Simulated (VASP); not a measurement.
# Li3SCl (Pm-3m) in VASP: notebook, part 2 of 2

VASP 6.6.1. The steps go on from the part before.

## Step 4: Single point, LDA

This run uses another cell than the first one, of 17.90 Å³/atom, 1.020 times its volume.

INCAR

```
SYSTEM = Li3SCl
PREC = Accurate ; ENCUT = 520
EDIFF = 1E-6 ; ISMEAR = 1
SIGMA = 0.01 ; LREAL = .False.
LASPH = .True. ; NELM = 80
ALGO = Normal ; ISIF = 2
LWAVE = .False. ; LCHARG = .True.
LELF = .True. ; LVHAR = .True.
NBANDS = 19
```

KPOINTS

```
Automatic mesh
0
Gamma
  4 4 4
  0 0 0
```

POSCAR

```
Li3SCl
1.0
    4.4731102009      0.0000000000      0.0000000000
    0.0000000000      4.4731102009      0.0000000000
    0.0000000000      0.0000000000      4.4731102009
Cl S Li
1 1 3
Direct
    0.0000000000      0.0000000000      0.0000000000
    0.5000000000      0.5000000000      0.5000000000
    0.5000000000      0.5000000000      0.0000000000
    0.0000000000      0.5000000000      0.5000000000
    0.5000000000      0.0000000000      0.5000000000
```

Potentials or basis: VASP PAW LDA potentials, release 64 (Cl, S, Li_sv).

The run is started by

```sh
$ cat potpaw_LDA.64/Cl/POTCAR potpaw_LDA.64/S/POTCAR potpaw_LDA.64/Li_sv/POTCAR > POTCAR
$ mpirun -np 1 vasp_std > vasp.out
```

OUTCAR:

```text
SYSTEM = Li3SCl
   PREC = Accurate
   ENCUT = 520
   EDIFF = 1E-6
   ISMEAR = 1
   LREAL = .False.
   LASPH = .True.
   NELM = 80
   ISIF = 2

 ion  position               nearest neighbor table
   1  0.000  0.000  0.000-
   2  0.500  0.500  0.500-   3 2.24   4 2.24   5 2.24   3 2.24   5 2.24   4 2.24
   3  0.500  0.500  0.000-   2 2.24   2 2.24
   4  0.000  0.500  0.500-   2 2.24   2 2.24
   5  0.500  0.000  0.500-   2 2.24   2 2.24

  LATTYP: Found a simple cubic cell.
 ALAT       =     4.4731102009

  Lattice vectors:

 A1 = (   4.4731102009,   0.0000000000,   0.0000000000)
 A2 = (   0.0000000000,   4.4731102009,   0.0000000000)
 A3 = (   0.0000000000,   0.0000000000,   4.4731102009)

Analysis of symmetry for initial positions (statically):
=====================================================================
 Subroutine PRICEL returns:
 Original cell was already a primitive cell.

 Routine SETGRP: Setting up the symmetry group for a
 simple cubic supercell.

 Subroutine GETGRP returns: Found 48 space group operations
 (whereof 48 operations were pure point group operations)
 out of a pool of 48 trial point group operations.

The static configuration has the point symmetry O_h .

Analysis of symmetry for dynamics (positions and initial velocities):
=====================================================================
 Subroutine PRICEL returns:
 Original cell was already a primitive cell.

 Routine SETGRP: Setting up the symmetry group for a
 simple cubic supercell.

 Subroutine GETGRP returns: Found 48 space group operations
 (whereof 48 operations were pure point group operations)
 out of a pool of 48 trial point group operations.

The dynamic configuration has the point symmetry O_h .

 Subroutine INISYM returns: Found 48 space group operations
 (whereof 48 operations are pure point group operations),
 and found     1 'primitive' translations

----------------------------------------------------------------------------------------

                                     Primitive cell

  volume of cell :      89.5012

  direct lattice vectors                    reciprocal lattice vectors
     4.473110201  0.000000000  0.000000000     0.223558096  0.000000000  0.000000000
     0.000000000  4.473110201  0.000000000     0.000000000  0.223558096  0.000000000
     0.000000000  0.000000000  4.473110201     0.000000000  0.000000000  0.223558096

  length of vectors
     4.473110201  4.473110201  4.473110201     0.223558096  0.223558096  0.223558096

  position of ions in fractional coordinates (direct lattice)
     0.000000000  0.000000000  0.000000000
     0.500000000  0.500000000  0.500000000
     0.500000000  0.500000000  0.000000000
     0.000000000  0.500000000  0.500000000
     0.500000000  0.000000000  0.500000000

  ion indices of the primitive-cell ions
   primitive index   ion index
                 1           1
                 2           2
                 3           3
                 4           4
                 5           5

[... 24 lines left out ...]
 Found     10 irreducible k-points:

 Following reciprocal coordinates:
            Coordinates               Weight
  0.000000  0.000000  0.000000      1.000000
  0.250000  0.000000  0.000000      6.000000
  0.500000  0.000000  0.000000      3.000000
  0.250000  0.250000  0.000000     12.000000
  0.500000  0.250000  0.000000     12.000000
  0.500000  0.500000  0.000000      3.000000
  0.250000  0.250000  0.250000      8.000000
  0.500000  0.250000  0.250000     12.000000
  0.500000  0.500000  0.250000      6.000000
  0.500000  0.500000  0.500000      1.000000
   k-points           NKPTS =     10   k-points in BZ     NKDIM =     10   number of bands    NBANDS=     19
   number of dos      NEDOS =    301   number of ions     NIONS =      5
   total plane-waves  NPLWV =  46656
   dimension x,y,z NGX =    36 NGY =   36 NGZ =   36
   dimension x,y,z NGXF=    72 NGYF=   72 NGZF=   72
   ions per type =               1   1   3
   NGX,Y,Z   is equivalent  to a cutoff of  13.38, 13.38, 13.38 a.u.
   NGXF,Y,Z  is equivalent  to a cutoff of  26.76, 26.76, 26.76 a.u.
 SYSTEM =  Li3SCl
   PREC   = accura    normal or accurate (medium, high low for compatibility)
   ISTART =      0    job   : 0-new  1-cont  2-samecut
   ICHARG =      2    charge: 1-file 2-atom 10-const
   ISPIN  =      1    spin polarized calculation?
   LNONCOLLINEAR =      F non collinear calculations
   LSORBIT =      F    spin-orbit coupling
   LASPH  =      T    aspherical Exc in radial PAW
   ENCUT  =  520.0 eV  38.22 Ry    6.18 a.u.   8.32  8.32  8.32*2*pi/ulx,y,z
   NELM   =     80;   NELMIN=  2; NELMDL= -5     # of ELM steps
   EDIFF  = 0.1E-05   stopping-criterion for ELM
   LREAL  =      F    real-space projection
   EDIFFG = 0.1E-04   stopping-criterion for IOM
   NSW    =      0    number of steps for IOM
   IBRION =     -1    ionic relax: 0-MD 1-quasi-New 2-CG
   NFREE  =      0    steps in history (QN), initial steepest desc. (CG)
   ISIF   =      2    stress and relaxation
   ISYM   =      2    0-nonsym 1-usesym 2-fastsym
   POTIM  = 0.5000    time-step for ionic-motion
   TEBEG  =    0.0;   TEEND  =   0.0 temperature during run
   PSTRESS=    0.0 pullay stress
   NELECT =      22.0000    total number of electrons
   NUPDOWN=      -1.0000    fix difference up-down
   EMIN   =  10.00;   EMAX   =-10.00  energy-range for DOS
   EFERMI =   0.00;   METHOD = LEGACY
   ISMEAR =     1;   SIGMA  =   0.01  broadening in eV -4-tet -1-fermi 0-gaus
   EFERMI_NEDOS =   21; number of points for ismear=-14 and -15
   IALGO  =     38    algorithm
   IMIX   =      4    mixing-type and parameters
     AMIX     =   0.40;   BMIX     =  1.00
     AMIX_MAG =   1.60;   BMIX_MAG =  1.00
  volume/ion in A,a.u.               =      17.90       120.80
  Fermi-wavevector in a.u.,A,eV,Ry     =   1.025509  1.937931 14.308820  1.051669
  Thomas-Fermi vector in A             =   2.159353
   LORBIT       =      0    0 simple, 1 ext, 2 COOP (PROOUT), +10 PAW based schemes
   GGA     = CA    functional components
   LHFCALC =     F    Hartree Fock is set to
   AEXX    =    0.0000 exact exchange contribution
   IVDW    =     0    specifies the selected vdW correction
   LEPSILON=     F    determine dielectric tensor
   LRPA    =     F    only Hartree local field effects (RPA)
 non-spin polarized calculation
 Methfessel and Paxton  Order N= 1 SIGMA  =   0.01
  energy-cutoff  :      520.00
  volume of cell :       89.50
 maximum number of plane-waves:      2469
 NGX is ok and might be reduce to    36
   NGX = 17   NGY = 17   NGZ = 17

 number of electron      22.0000023 magnetization

 Free energy of the ion-electron system (eV)
  ---------------------------------------------------
  ext. energy  EPLUGINS =         0.00000000
  ---------------------------------------------------
  free energy    TOTEN  =       -20.00053563 eV

  energy without entropy =      -20.00053563  energy(sigma->0) =      -20.00053563

 E-fermi :   0.4817     XC(G=0):  -8.4475

 val. band max:        0.3754586872   @ k =   0.5000   0.5000   0.0000
 cond. band min:       4.1722547351   @ k =   0.5000   0.5000   0.0000
 fundamental gap:      3.7967960479
 Fermi energy:         0.4817459795

 k-point     1 :       0.0000    0.0000    0.0000
  band No.  band energies     occupation
      1     -42.7087      2.00000
      2     -42.6915      2.00000
      3     -42.6915      2.00000
      4     -12.6588      2.00000
      5      -9.7669      2.00000
      6      -1.6753      2.00000
[... 197 lines left out ...]
      6      -1.6181      2.00000
[... 11 lines left out ...]
     18      10.1421      0.00000
     19      10.1421      0.00000

------------------------ aborting loop because EDIFF is reached ----------------------------------------

  FORCE on cell =-STRESS in cart. coord.  units (eV):
  Direction    XX          YY          ZZ          XY          YZ          ZX
  --------------------------------------------------------------------------------------
  -------------------------------------------------------------------------------------
  Total       -0.0128181     -0.0128181     -0.0128181      0.0000000      0.0000000     -0.0000000
  in kB       -0.2294592     -0.2294592     -0.2294592      0.0000000      0.0000000     -0.0000000
  external PRESSURE =      -0.2294592 kB  Pullay stress =       0.0000000 kB

 VOLUME and BASIS-vectors are now :
 -----------------------------------------------------------------------------
  energy-cutoff  :      520.00
  volume of cell :       89.50
      direct lattice vectors                 reciprocal lattice vectors
     4.473110201  0.000000000  0.000000000     0.223558096  0.000000000  0.000000000
     0.000000000  4.473110201  0.000000000     0.000000000  0.223558096  0.000000000
     0.000000000  0.000000000  4.473110201     0.000000000  0.000000000  0.223558096

 POSITION                                       TOTAL-FORCE (eV/Angst)
 -----------------------------------------------------------------------------------
      0.00000      0.00000      0.00000         0.000000      0.000000      0.000000
      2.23656      2.23656      2.23656         0.000000      0.000000      0.000000
      2.23656      2.23656      0.00000         0.000000      0.000000      0.000000
      0.00000      2.23656      2.23656         0.000000      0.000000      0.000000
      2.23656      0.00000      2.23656         0.000000      0.000000      0.000000
 -----------------------------------------------------------------------------------
    total drift:                                0.000000      0.000000      0.000000

  FREE ENERGIE OF THE ION-ELECTRON SYSTEM (eV)
  ---------------------------------------------------
  free  energy   TOTEN  =       -20.0005356254 eV

  energy  without entropy=      -20.0005356254  energy(sigma->0) =      -20.00053563
```

OSZICAR:

```text
N       E                     dE             d eps       ncg     rms          rms(c)
DAV:   1     0.120242438367E+03    0.12024E+03   -0.95790E+03   380   0.111E+03
DAV:   2    -0.343324289027E+01   -0.12368E+03   -0.11799E+03   492   0.251E+02
DAV:   3    -0.203697985523E+02   -0.16937E+02   -0.16850E+02   676   0.651E+01
DAV:   4    -0.210576914851E+02   -0.68789E+00   -0.68536E+00   538   0.168E+01
DAV:   5    -0.211043291120E+02   -0.46638E-01   -0.46633E-01   582   0.318E+00    0.493E+00
DAV:   6    -0.201184074889E+02    0.98592E+00   -0.12299E+00   423   0.533E+00    0.386E+00
DAV:   7    -0.200091523620E+02    0.10926E+00   -0.69612E-01   526   0.354E+00    0.253E+00
DAV:   8    -0.200101525423E+02   -0.10002E-02   -0.13981E-01   446   0.163E+00    0.798E-01
DAV:   9    -0.200002846154E+02    0.98679E-02   -0.43343E-02   472   0.885E-01    0.242E-01
DAV:  10    -0.200005666415E+02   -0.28203E-03   -0.34360E-03   504   0.294E-01    0.168E-01
DAV:  11    -0.200005464576E+02    0.20184E-04   -0.24016E-04   546   0.912E-02    0.402E-02
DAV:  12    -0.200005357014E+02    0.10756E-04   -0.27449E-05   479   0.256E-02    0.135E-02
DAV:  13    -0.200005381080E+02   -0.24066E-05   -0.27537E-05   427   0.196E-02    0.180E-02
DAV:  14    -0.200005355892E+02    0.25189E-05   -0.96500E-06   422   0.121E-02    0.769E-03
DAV:  15    -0.200005356254E+02   -0.36205E-07   -0.91763E-07   263   0.408E-03
   1 F= -.20000536E+02 E0= -.20000536E+02  d E =0.515507E-50
```

It took 14 s on 1 thread of Intel Xeon Platinum 8488C (Sapphire Rapids), shared host; peak memory 0.17 GiB.

What came out:

```
Free energy            : -20.0005 eV
Band gap on the k mesh : 3.80 eV, direct
```

Caveat: the cutoff is under 1.25 times the usual one of these potentials, so pressure, stress and relaxed cells hold a basis-set (Pulay) error. A hybrid or GW would open this gap; LDA tends to underestimate it.
